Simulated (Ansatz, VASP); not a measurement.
Au: VASP beside Ansatz

INCAR

```
PREC = Accurate
ENCUT = 520
EDIFF = 1E-7
ISMEAR = 0
SIGMA = 0.15
LREAL = False
LASPH = True
NELM = 80
ALGO = Normal
ISIF = 2
LWAVE = False
LCHARG = False
GGA = PE
NBANDS = 12
```

File KPOINTS:

```
Automatic mesh
0
Gamma
  20 20 20
```

Contents of POSCAR:

```
Au
1.0
    0.0000000000      2.0455000000      2.1477750000
    2.0455000000      0.0000000000      2.1477750000
    2.0455000000      2.0455000000      0.0000000000
Au
1
Direct
    0.0000000000      0.0000000000      0.0000000000
```

Input for Ansatz:

```yaml
crystal:
  lattice:
    - [0.0, 2.0455, 2.147775]
    - [2.0455, 0.0, 2.147775]
    - [2.0455, 2.0455, 0.0]
  atoms:
    - { symbol: Au, position: [0.0, 0.0, 0.0] }
basis:
  ecutwfc: 420
kpoints:
  mp_grid: { grid: [20, 20, 20] }
hamiltonian:
  xc: pbe
scf:
  occupations: { method: gaussian, width: 0.15 }
output:
  forces: true
  stress: true
  eigenvalues: true
```

Change from the starting cell: strain +0.000 along x and y, +0.050 along z, atoms carried along.

Alike in both runs: task single point; functional PBE; k mesh 20 × 20 × 20; occupations gaussian, width 0.15 eV; no spin polarisation.

|  | VASP | Ansatz |
| --- | --- | --- |
| version | VASP 6.6.1 | Ansatz 0.2.0 |
| potentials or method | VASP PAW PBE potentials, release 64 (Au), cutoff 520 eV | scalar-relativistic, plane waves, PAW |
| valence electrons in the cell | 11 | 19 |

```csv
,VASP,Ansatz,Ansatz less VASP
gap on the k mesh at the Fermi level (eV),none,none,-
pressure (GPa),-0.1,0.1,+0.24
"traceless stress, the component that is largest in VASP (GPa)",-1.02,-1.01,+0.007
```

A gap of «none» marks a metal or a gap that the smearing closes. VASP's potentials hold 11 valence electrons a cell and Ansatz's 19, so a difference there can come from the potentials and not from the codes.

Neither program's run includes spin-orbit coupling.
